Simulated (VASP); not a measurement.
# Re (P6_3/mmc) in VASP: notebook, part 2 of 2

VASP 6.6.1. The steps go on from the part before.

### 4 Single point, BLYP (13.67 Å³/atom)

This run uses another cell than the first one, of 13.67 Å³/atom.

INCAR reads:

```
AGGAC = 1.0
AGGAX = 1.0
ALDAC = 0.0
ALDAX = 1.0
ALGO = Normal
EDIFF = 1E-7
ENCUT = 520
GGA = B5
ISIF = 2
ISMEAR = -1
LASPH = True
LCHARG = False
LREAL = False
LWAVE = False
NBANDS = 14
NELM = 100
PREC = Accurate
SIGMA = 0.1
```

KPOINTS reads:

```
k-points
0
Gamma
  21 21 12
```

POSCAR reads:

```
Re
1.0
    2.6976472114      0.0000000000      0.0000000000
   -1.3488236057      2.3362310156      0.0000000000
    0.0000000000      0.0000000000      4.3370887810
Re
2
Direct
    0.3333333333      0.6666666667      0.2500000000
    0.6666666667      0.3333333333      0.7500000000
```

Potentials or basis: VASP PAW PBE potentials, release 64 (Re).

Started as:

```bash
$ cat potpaw_PBE.64/Re/POTCAR > POTCAR
$ mpirun -np 1 vasp_std > vasp.out
```

OUTCAR:

```text
EDIFF = 1E-7
   ENCUT = 520
   GGA = B5
   ISIF = 2
   ISMEAR = -1
   LASPH = True
   LREAL = False
   NELM = 100
   PREC = Accurate

 ion  position               nearest neighbor table
   1  0.333  0.667  0.250-   2 2.67   2 2.67   2 2.67   2 2.67   2 2.67   2 2.67
   2  0.667  0.333  0.750-   1 2.67   1 2.67   1 2.67   1 2.67   1 2.67   1 2.67

  LATTYP: Found a hexagonal cell.
 ALAT       =     2.6976472114
 C/A-ratio  =     1.6077301593

  Lattice vectors:

 A1 = (   2.6976472114,   0.0000000000,   0.0000000000)
 A2 = (  -1.3488236057,   2.3362310156,   0.0000000000)
 A3 = (   0.0000000000,   0.0000000000,   4.3370887810)

Analysis of symmetry for initial positions (statically):
=====================================================================
 Subroutine PRICEL returns:
 Original cell was already a primitive cell.

 Routine SETGRP: Setting up the symmetry group for a
 hexagonal supercell.

 Subroutine GETGRP returns: Found 24 space group operations
 (whereof 12 operations were pure point group operations)
 out of a pool of 24 trial point group operations.

The static configuration has the point symmetry D_3d.
 The point group associated with its full space group is D_6h.

Analysis of symmetry for dynamics (positions and initial velocities):
=====================================================================
 Subroutine PRICEL returns:
 Original cell was already a primitive cell.

 Routine SETGRP: Setting up the symmetry group for a
 hexagonal supercell.

 Subroutine GETGRP returns: Found 24 space group operations
 (whereof 12 operations were pure point group operations)
 out of a pool of 24 trial point group operations.

The dynamic configuration has the point symmetry D_3d.
 The point group associated with its full space group is D_6h.

 Subroutine INISYM returns: Found 24 space group operations
 (whereof 12 operations are pure point group operations),
 and found     1 'primitive' translations

----------------------------------------------------------------------------------------

                                     Primitive cell

  volume of cell :      27.3338

  direct lattice vectors                    reciprocal lattice vectors
     2.697647211  0.000000000  0.000000000     0.370693394  0.214019931  0.000000000
    -1.348823606  2.336231016  0.000000000     0.000000000  0.428039861  0.000000000
     0.000000000  0.000000000  4.337088781     0.000000000  0.000000000  0.230569410

  length of vectors
     2.697647211  2.697647211  4.337088781     0.428039861  0.428039861  0.230569410

  position of ions in fractional coordinates (direct lattice)
     0.333333333  0.666666667  0.250000000
     0.666666667  0.333333333  0.750000000

  ion indices of the primitive-cell ions
   primitive index   ion index
                 1           1
                 2           2

----------------------------------------------------------------------------------------

 KPOINTS: k-points

Automatic generation of k-mesh.
 Grid dimensions read from file:
 generate k-points for:   21   21   12

 Generating k-lattice:

[... 41 lines left out ...]
  0.190476  0.095238  0.000000     12.000000
 [... further k-points ...]
   k-points           NKPTS =    336   k-points in BZ     NKDIM =    336   number of bands    NBANDS=     14
   number of dos      NEDOS =    301   number of ions     NIONS =      2
   total plane-waves  NPLWV =  12800
   dimension x,y,z NGX =    20 NGY =   20 NGZ =   32
   dimension x,y,z NGXF=    40 NGYF=   40 NGZF=   64
   ions per type =               2
   NGX,Y,Z   is equivalent  to a cutoff of  12.33, 12.33, 12.27 a.u.
   NGXF,Y,Z  is equivalent  to a cutoff of  24.65, 24.65, 24.53 a.u.
 SYSTEM =  unknown system
   PREC   = accura    normal or accurate (medium, high low for compatibility)
   ISTART =      0    job   : 0-new  1-cont  2-samecut
   ICHARG =      2    charge: 1-file 2-atom 10-const
   ISPIN  =      1    spin polarized calculation?
   LNONCOLLINEAR =      F non collinear calculations
   LSORBIT =      F    spin-orbit coupling
   LASPH  =      T    aspherical Exc in radial PAW
   ENCUT  =  520.0 eV  38.22 Ry    6.18 a.u.   5.02  5.02  8.06*2*pi/ulx,y,z
   NELM   =    100;   NELMIN=  2; NELMDL= -5     # of ELM steps
   EDIFF  = 0.1E-06   stopping-criterion for ELM
   LREAL  =      F    real-space projection
   EDIFFG = 0.1E-05   stopping-criterion for IOM
   NSW    =      0    number of steps for IOM
   IBRION =     -1    ionic relax: 0-MD 1-quasi-New 2-CG
   NFREE  =      0    steps in history (QN), initial steepest desc. (CG)
   ISIF   =      2    stress and relaxation
   ISYM   =      2    0-nonsym 1-usesym 2-fastsym
   POTIM  = 0.5000    time-step for ionic-motion
   TEBEG  =    0.0;   TEEND  =   0.0 temperature during run
   PSTRESS=    0.0 pullay stress
   NELECT =      14.0000    total number of electrons
   NUPDOWN=      -1.0000    fix difference up-down
   EMIN   =  10.00;   EMAX   =-10.00  energy-range for DOS
   EFERMI =   0.00;   METHOD = LEGACY
   ISMEAR =    -1;   SIGMA  =   0.10  broadening in eV -4-tet -1-fermi 0-gaus
   EFERMI_NEDOS =   21; number of points for ismear=-14 and -15
   IALGO  =     38    algorithm
   IMIX   =      4    mixing-type and parameters
     AMIX     =   0.40;   BMIX     =  1.00
     AMIX_MAG =   1.60;   BMIX_MAG =  1.00
  volume/ion in A,a.u.               =      13.67        92.23
  Fermi-wavevector in a.u.,A,eV,Ry     =   1.309839  2.475236 23.343202  1.715677
  Thomas-Fermi vector in A             =   2.440410
   LORBIT       =      0    0 simple, 1 ext, 2 COOP (PROOUT), +10 PAW based schemes
   GGA     = B5    functional components
   LHFCALC =     F    Hartree Fock is set to
   AEXX    =    0.0000 exact exchange contribution
   IVDW    =     0    specifies the selected vdW correction
   LEPSILON=     F    determine dielectric tensor
   LRPA    =     F    only Hartree local field effects (RPA)
 non-spin polarized calculation
  energy-cutoff  :      520.00
  volume of cell :       27.33
 maximum number of plane-waves:       762
 NGX is ok and might be reduce to    20
   NGX =  9   NGY =  9   NGZ = 17

 number of electron      14.0000000 magnetization

 Free energy of the ion-electron system (eV)
  ---------------------------------------------------
  ext. energy  EPLUGINS =         0.00000000
  ---------------------------------------------------
  free energy    TOTEN  =       -20.92537315 eV

  energy without entropy =      -20.87536706  energy(sigma->0) =      -20.90037011

 E-fermi :   9.4550     XC(G=0): -13.4295

 val. band max:        9.4524805325   @ k =   0.3333   0.3333   0.5000
 cond. band min:       9.4595685803   @ k =   0.3333   0.1905   0.4167
 fundamental gap:      0.0070880479
 Fermi energy:         9.4549844031

 k-point     1 :       0.0000    0.0000    0.0000
  band No.  band energies     occupation
      1      -0.7252      2.00000
      2       2.3194      2.00000
      3       7.6048      2.00000
      4       7.6048      2.00000
      5       7.6708      2.00000
      6       8.5476      1.99977
      7       8.5476      1.99977
      8       9.5237      0.66935
      9       9.5237      0.66935
     10      10.6316      0.00002
     11      13.1046      0.00000
     12      13.1046      0.00000
     13      20.5634      0.00000
     14      23.9639      0.00000
[... 377 lines left out ...]
      1       1.7011      2.00000
      2       4.0546      2.00000
      3       5.7193      2.00000
      4       5.9072      2.00000
      5       7.5011      2.00000
      6       7.7157      2.00000
      7       9.1296      1.92561
      8       9.6174      0.32924
      9      10.2664      0.00060
     10      11.2280      0.00000
     11      13.7829      0.00000
     12      19.2136      0.00000
     13      20.0447      0.00000
     14      26.1109      0.00000

 [... further k-points ...]

------------------------ aborting loop because EDIFF is reached ----------------------------------------

  FORCE on cell =-STRESS in cart. coord.  units (eV):
  Direction    XX          YY          ZZ          XY          YZ          ZX
  --------------------------------------------------------------------------------------
  -------------------------------------------------------------------------------------
  Total       10.0176735     10.0176735     10.1960889     -0.0000000      0.0000000     -0.0000000
  in kB      587.1893954    587.1893954    597.6472792     -0.0000000      0.0000000     -0.0000000
  external PRESSURE =     590.6753567 kB  Pullay stress =       0.0000000 kB

 VOLUME and BASIS-vectors are now :
 -----------------------------------------------------------------------------
  energy-cutoff  :      520.00
  volume of cell :       27.33
      direct lattice vectors                 reciprocal lattice vectors
     2.697647211  0.000000000  0.000000000     0.370693394  0.214019931  0.000000000
    -1.348823606  2.336231016  0.000000000     0.000000000  0.428039861  0.000000000
     0.000000000  0.000000000  4.337088781     0.000000000  0.000000000  0.230569410

 POSITION                                       TOTAL-FORCE (eV/Angst)
 -----------------------------------------------------------------------------------
     -0.00000      1.55749      1.08427         0.000000     -0.000000      0.000000
      1.34882      0.77874      3.25282        -0.000000      0.000000      0.000000
 -----------------------------------------------------------------------------------
    total drift:                               -0.000000      0.000000     -0.000000

  FREE ENERGIE OF THE ION-ELECTRON SYSTEM (eV)
  ---------------------------------------------------
  free  energy   TOTEN  =       -20.9253731481 eV

  energy  without entropy=      -20.8753670641  energy(sigma->0) =      -20.90037011
```

It took 58 s on 1 thread of Intel Xeon 6975P-C (Granite Rapids), shared host; peak memory 0.23 GiB.

Results:

| Quantity | Value |
| --- | --- |
| Free energy | -20.9254 eV |
| Pressure | 59.1 GPa |
| Band gap on the k mesh | zero (bands 7 and 8 overlap by 4.07 eV) |

Stress tensor (GPa, compression positive):
```
58.72  0.00  0.00
 0.00 58.72  0.00
 0.00  0.00 59.76
```

Caveat: the cell stands under pressure; the PAW data sets were made with another functional, which shifts forces and pressure a little; spin-orbit coupling is left out, which moves the levels of the heavy elements.

### 5 Single point, BLYP (14.29 Å³/atom)

This run uses another cell than the first one, of 14.29 Å³/atom.

INCAR reads:

```
  AGGAC = 1.0
  AGGAX = 1.0
  ALDAC = 0.0
  ALDAX = 1.0
  ALGO = Normal
  EDIFF = 1E-7
  ENCUT = 520
  GGA = B5
  ISIF = 2
  ISMEAR = -1
  LASPH = True
  LCHARG = False
  LREAL = False
  LWAVE = False
  NBANDS = 14
  NELM = 60
  PREC = Accurate
  SIGMA = 0.1
```

KPOINTS is that of step 4.

POSCAR reads:

```
Re
1.0
    2.7379165396      0.0000000000      0.0000000000
   -1.3689582698      2.3711052767      0.0000000000
    0.0000000000      0.0000000000      4.4018309943
Re
2
Direct
    0.3333333333      0.6666666667      0.2500000000
    0.6666666667      0.3333333333      0.7500000000
```

Potentials or basis: VASP PAW PBE potentials, release 64 (Re).

Started as:

```bash
$ cat potpaw_PBE.64/Re/POTCAR > POTCAR
$ mpirun -np 1 vasp_std > vasp.out
```

OUTCAR:

```text
EDIFF = 1E-7
   ENCUT = 520
   GGA = B5
   ISIF = 2
   ISMEAR = -1
   LASPH = True
   LREAL = False
   NELM = 60
   PREC = Accurate

 ion  position               nearest neighbor table
   1  0.333  0.667  0.250-   2 2.71   2 2.71   2 2.71   2 2.71   2 2.71   2 2.71
   2  0.667  0.333  0.750-   1 2.71   1 2.71   1 2.71   1 2.71   1 2.71   1 2.71

  LATTYP: Found a hexagonal cell.
 ALAT       =     2.7379165396
 C/A-ratio  =     1.6077301593

  Lattice vectors:

 A1 = (   2.7379165396,   0.0000000000,   0.0000000000)
 A2 = (  -1.3689582698,   2.3711052767,   0.0000000000)
 A3 = (   0.0000000000,   0.0000000000,   4.4018309943)

Analysis of symmetry for initial positions (statically):
=====================================================================
 Subroutine PRICEL returns:
 Original cell was already a primitive cell.

 Routine SETGRP: Setting up the symmetry group for a
 hexagonal supercell.

 Subroutine GETGRP returns: Found 24 space group operations
 (whereof 12 operations were pure point group operations)
 out of a pool of 24 trial point group operations.

[... 176 lines left out ...]
      5       7.2114      2.00000
      6       8.0320      1.99954
      7       8.0320      1.99954
      8       8.9490      0.62087
      9       8.9490      0.62087
     10       9.9202      0.00005
     11      12.3133      0.00000
     12      12.3133      0.00000
     13      19.3604      0.00000
     14      23.3352      0.00000
[... 377 lines left out ...]
      1       1.3131      2.00000
      2       3.7553      2.00000
      3       5.3629      2.00000
      4       5.5270      2.00000
      5       7.0369      2.00000
      6       7.2597      2.00000
      7       8.5520      1.91952
      8       9.0404      0.30581
      9       9.6527      0.00079
     10      10.5397      0.00000
     11      12.9295      0.00000
     12      18.1053      0.00000
     13      18.8508      0.00000
     14      24.8459      0.00000

 [... further k-points ...]

------------------------ aborting loop because EDIFF is reached ----------------------------------------

  FORCE on cell =-STRESS in cart. coord.  units (eV):
  Direction    XX          YY          ZZ          XY          YZ          ZX
  --------------------------------------------------------------------------------------
  -------------------------------------------------------------------------------------
  Total        6.3110654      6.3110654      6.4385130      0.0000000     -0.0000000     -0.0000000
  in kB      353.8415755    353.8415754    360.9871612      0.0000000     -0.0000000     -0.0000000
  external PRESSURE =     356.2234374 kB  Pullay stress =       0.0000000 kB

 VOLUME and BASIS-vectors are now :
 -----------------------------------------------------------------------------
  energy-cutoff  :      520.00
  volume of cell :       28.58
      direct lattice vectors                 reciprocal lattice vectors
     2.737916540  0.000000000  0.000000000     0.365241228  0.210872122  0.000000000
    -1.368958270  2.371105277  0.000000000     0.000000000  0.421744243  0.000000000
     0.000000000  0.000000000  4.401830994     0.000000000  0.000000000  0.227178190

 POSITION                                       TOTAL-FORCE (eV/Angst)
 -----------------------------------------------------------------------------------
     -0.00000      1.58074      1.10046        -0.000000      0.000000      0.000000
      1.36896      0.79037      3.30137         0.000000     -0.000000      0.000000
 -----------------------------------------------------------------------------------
    total drift:                               -0.000000      0.000000     -0.000000

  FREE ENERGIE OF THE ION-ELECTRON SYSTEM (eV)
  ---------------------------------------------------
  free  energy   TOTEN  =       -21.2898630258 eV

  energy  without entropy=      -21.2370420956  energy(sigma->0) =      -21.26345256
```

stdout:

```text
POSCAR found type information on POSCAR Re
 POSCAR found :  1 types and       2 ions
 scaLAPACK will be used
 -----------------------------------------------------------------------------
|                                                                             |
|                                                                             |
|     You enforced a specific xc type in the INCAR file but a different       |
|     I HOPE YOU KNOW WHAT YOU ARE DOING!                                     |
|                                                                             |
 -----------------------------------------------------------------------------

 LDA part: xc-table for (Slater(with rela. corr.)+VWN5), standard interpolation
 POSCAR, INCAR and KPOINTS ok, starting setup
 FFT: planning ... GRIDC
 FFT: planning ... GRID_SOFT
 FFT: planning ... GRID
 WAVECAR not read
 entering main loop
```

Wall time 60 s (1 thread of Intel Xeon 6975P-C (Granite Rapids), shared host); peak memory 0.23 GiB.

What came out:

```
Free energy            : -21.2899 eV
Pressure               : 35.6 GPa
Band gap on the k mesh : zero (bands 7 and 8 overlap by 3.76 eV)
```

Caveat: the cell stands under pressure; the PAW data sets were made with another functional, which shifts forces and pressure a little; spin-orbit coupling is left out, which moves the levels of the heavy elements.

### 6 The runs side by side

| task | cell | k mesh | cutoff (eV) | gap on the mesh (eV) | pressure (GPa) |
| --- | --- | --- | --- | --- | --- |
| single point | a = 2.815, b = 2.815, c = 4.526 Å, angles 90.0, 90.0, 120.0°, 2 atoms | 13 × 13 × 7 | 520 | none | 1.8 |
| relaxation of cell and atoms | relaxed from a = 2.761, b = 2.761, c = 4.458 Å, angles 90.0, 90.0, 120.0°, 2 atoms | 13 × 13 × 7 | 600 | none | 0.0 |
| single point | a = 2.698, b = 2.698, c = 4.337 Å, angles 90.0, 90.0, 120.0°, 2 atoms | 21 × 21 × 12 | 520 | none | 59.1 |
| single point | a = 2.738, b = 2.738, c = 4.402 Å, angles 90.0, 90.0, 120.0°, 2 atoms | 21 × 21 × 12 | 520 | none | 35.6 |

Alike in all rows: level BLYP; potentials or basis VASP PAW PBE potentials, release 64 (Re); no spin polarisation; smearing fermi-dirac 0.1 eV.

Caveats: the PAW data sets were made with another functional, which shifts forces and pressure a little; spin-orbit coupling is left out, which moves the levels of the heavy elements; the cell stands under pressure (at least some runs).

Total energies depend on the potentials used, so only differences within one code and one set of settings carry meaning.
